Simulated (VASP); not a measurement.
Runs of VASP 6.6.1 on TlHgBr3. The structure is that of space group Pm-3m (No. 221), or close to it. The cells are those of the table. 

| task | level | cell | cutoff (eV) | gap on the mesh (eV) | pressure (GPa) | relaxed volume (Å³/atom) |
| --- | --- | --- | --- | --- | --- | --- |
| relaxation of cell and atoms | r2SCAN | relaxed from a = 5.597 Å, 5 atoms | 600 | none | 0.0 | 33.87 |
| relaxation of cell and atoms | PBE | relaxed from a = 5.052 Å, 5 atoms | 600 | none | 0.0 | 35.26 |
| single point | r2SCAN | a = 5.522 Å, 5 atoms | 520 | none | 0.2 | - |
| single point | PBE | a = 5.597 Å, 5 atoms | 520 | none | (a) | - |

Alike in all rows: potentials or basis VASP PAW PBE potentials, release 64 (Tl_d, Hg, Br); no spin polarisation; k mesh 4 × 4 × 4; smearing fermi-dirac 0.02 eV.

Problem. Estimate the missing entries.

Solution. (a) 0.1.

Caveats: spin-orbit coupling is left out, which moves the levels of the heavy elements; the PAW data sets were made with another functional, which shifts forces and pressure a little (at least some runs); the volume moved by over 15 % at a fixed basis, so the end points are rough (at least some runs).

A k mesh can miss the band edges, and the runs leave out spin-orbit coupling on Br, Hg, Tl.

A gap of «none» marks levels without a gap at the run's occupations.
